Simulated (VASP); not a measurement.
# WS2: single point with PBEsol+U

WS2, a slab with vacuum:

```
S W
1.0
     3.14613    0.00000    0.00000
    -1.57307    2.72463    0.00000
     0.00000    0.00000   43.51860
S W
10 5
Direct
  0.33333 0.66667 0.17234
  0.33333 0.66667 0.24438
  0.66667 0.33333 0.31816
  0.66667 0.33333 0.39020
  0.33333 0.66667 0.46398
  0.33333 0.66667 0.53602
  0.66667 0.33333 0.60980
  0.66667 0.33333 0.68184
  0.33333 0.66667 0.75562
  0.33333 0.66667 0.82766
  0.66667 0.33333 0.20836
  0.33333 0.66667 0.35418
  0.66667 0.33333 0.50000
  0.33333 0.66667 0.64582
  0.66667 0.33333 0.79164
```

- Program: VASP 6.6.1
- Task: single point
- Functional: PBEsol
- Potentials or basis: VASP PAW PBE potentials, release 64 (S, W_sv)
- Cutoff: 520 eV
- k mesh: 9 × 9 × 1
- Occupations: gaussian, width 0.05 eV
- Spin: no spin polarisation
- Hubbard terms: W d U = 3.0 eV
- Dipole correction: yes
- Further INCAR settings: LREAL = Auto; ALGO = Normal; EDIFF = 1e-07; NBANDS = 78

```yaml
Largest_force: 0.306 eV/Å
Band_gap_on_the_k_mesh: 1.32 eV (least direct gap 1.83 eV)
```

Forces in eV/Å, atoms in the order of the input:
```
S    0.000  0.000 -0.286
S    0.000  0.000  0.302
S    0.000  0.000 -0.306
S    0.000  0.000  0.301
S    0.000  0.000 -0.303
S    0.000  0.000  0.303
S    0.000  0.000 -0.301
S    0.000  0.000  0.306
S    0.000  0.000 -0.302
S    0.000  0.000  0.286
W    0.000  0.000 -0.020
W    0.000  0.000 -0.001
W    0.000  0.000  0.000
W    0.000  0.000  0.001
W    0.000  0.000  0.020
```

Levels at points of the mesh, in eV from the valence-band top:
```tsv
k point	band 62	band 63	band 64	band 65	band 66	band 67	band 68	band 69
(0.00, 0.00, 0.00)	-0.67	-0.37	-0.14	0.00	2.52	2.52	2.53	2.53
```

Eigenvalues of the final occupation matrices:
| site | spin | trace | eigenvalues |
| --- | --- | --- | --- |
| site 11 d | 1 | 1.69 | 0.33 0.33 0.34 0.34 0.36 |
| site 11 d | 2 | 1.69 | 0.33 0.33 0.34 0.34 0.36 |
| site 12 d | 1 | 1.70 | 0.33 0.33 0.34 0.34 0.36 |
| site 12 d | 2 | 1.70 | 0.33 0.33 0.34 0.34 0.36 |
| site 13 d | 1 | 1.70 | 0.33 0.33 0.34 0.34 0.36 |
| site 13 d | 2 | 1.70 | 0.33 0.33 0.34 0.34 0.36 |
| site 14 d | 1 | 1.70 | 0.33 0.33 0.34 0.34 0.36 |
| site 14 d | 2 | 1.70 | 0.33 0.33 0.34 0.34 0.36 |
| site 15 d | 1 | 1.69 | 0.33 0.33 0.34 0.34 0.36 |
| site 15 d | 2 | 1.69 | 0.33 0.33 0.34 0.34 0.36 |

Run time: 6.9 min on 1 thread of Intel(R) Xeon(R) 6975P-C (Granite Rapids) (shared host), peak memory 0.54 GiB.

Caveat: the PAW data sets were made with another functional, which shifts forces and pressure a little; spin-orbit coupling is left out, which moves the levels of the heavy elements.
